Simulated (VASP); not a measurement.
A run of VASP 6.6.1 is set up as follows.

INCAR

```
ALGO = Normal
EDIFF = 1E-8
ENCUT = 520
GGA = PE
ISIF = 2
ISMEAR = -1
LASPH = True
LCHARG = False
LEFG = True
LREAL = Auto
LUSENCCL = False
LWAVE = False
NBANDS = 146
NELECT = 226.0
NELM = 80
PREC = Accurate
SIGMA = 0.01
```

File KPOINTS:

```
k-points
0
Gamma
  3 3 3
```

POSCAR

```
GeB27P26
1.0
    0.0000000000      6.8070000000      6.8070000000
    6.8070000000      0.0000000000      6.8070000000
    6.8070000000      6.8070000000      0.0000000000
B Ge P
27 1 26
Direct
    0.0000000000      0.0000000000      0.0000000000
    0.0000000000      0.0000000000      0.3333333333
    0.0000000000      0.0000000000      0.6666666667
    0.0000000000      0.3333333333      0.0000000000
    0.0000000000      0.3333333333      0.3333333333
    0.0000000000      0.3333333333      0.6666666667
    0.0000000000      0.6666666667      0.0000000000
    0.0000000000      0.6666666667      0.3333333333
    0.0000000000      0.6666666667      0.6666666667
    0.3333333333      0.0000000000      0.0000000000
    0.3333333333      0.0000000000      0.3333333333
    0.3333333333      0.0000000000      0.6666666667
    0.3333333333      0.3333333333      0.0000000000
    0.3333333333      0.3333333333      0.3333333333
    0.3333333333      0.3333333333      0.6666666667
    0.3333333333      0.6666666667      0.0000000000
    0.3333333333      0.6666666667      0.3333333333
    0.3333333333      0.6666666667      0.6666666667
    0.6666666667      0.0000000000      0.0000000000
    0.6666666667      0.0000000000      0.3333333333
    0.6666666667      0.0000000000      0.6666666667
    0.6666666667      0.3333333333      0.0000000000
    0.6666666667      0.3333333333      0.3333333333
    0.6666666667      0.3333333333      0.6666666667
    0.6666666667      0.6666666667      0.0000000000
    0.6666666667      0.6666666667      0.3333333333
    0.6666666667      0.6666666667      0.6666666667
    0.0833333333      0.0833333333      0.0833333333
    0.0833333333      0.0833333333      0.4166666667
    0.0833333333      0.0833333333      0.7500000000
    0.0833333333      0.4166666667      0.0833333333
    0.0833333333      0.4166666667      0.4166666667
    0.0833333333      0.4166666667      0.7500000000
    0.0833333333      0.7500000000      0.0833333333
    0.0833333333      0.7500000000      0.4166666667
    0.0833333333      0.7500000000      0.7500000000
    0.4166666667      0.0833333333      0.0833333333
    0.4166666667      0.0833333333      0.4166666667
    0.4166666667      0.0833333333      0.7500000000
    0.4166666667      0.4166666667      0.0833333333
    0.4166666667      0.4166666667      0.4166666667
    0.4166666667      0.4166666667      0.7500000000
    0.4166666667      0.7500000000      0.0833333333
    0.4166666667      0.7500000000      0.4166666667
    0.4166666667      0.7500000000      0.7500000000
    0.7500000000      0.0833333333      0.0833333333
    0.7500000000      0.0833333333      0.4166666667
    0.7500000000      0.0833333333      0.7500000000
    0.7500000000      0.4166666667      0.0833333333
    0.7500000000      0.4166666667      0.4166666667
    0.7500000000      0.4166666667      0.7500000000
    0.7500000000      0.7500000000      0.0833333333
    0.7500000000      0.7500000000      0.4166666667
    0.7500000000      0.7500000000      0.7500000000
```

Potentials or basis: VASP PAW PBE potentials, release 64 (B, Ge_d, P).

Launch:

```sh
$ cat potpaw_PBE.64/B/POTCAR potpaw_PBE.64/Ge_d/POTCAR potpaw_PBE.64/P/POTCAR > POTCAR
$ mpirun -np 1 vasp_std > vasp.out
```

(1) What does it give for the largest force?

## Answers

(1) 1.645 eV/Å.

Caveat: the cell carries a net charge on a neutralising background, which shifts energy and pressure; without QUAD_EFG the Cq values of the log hold for a quadrupole moment of 1 mb, not for the nuclei.
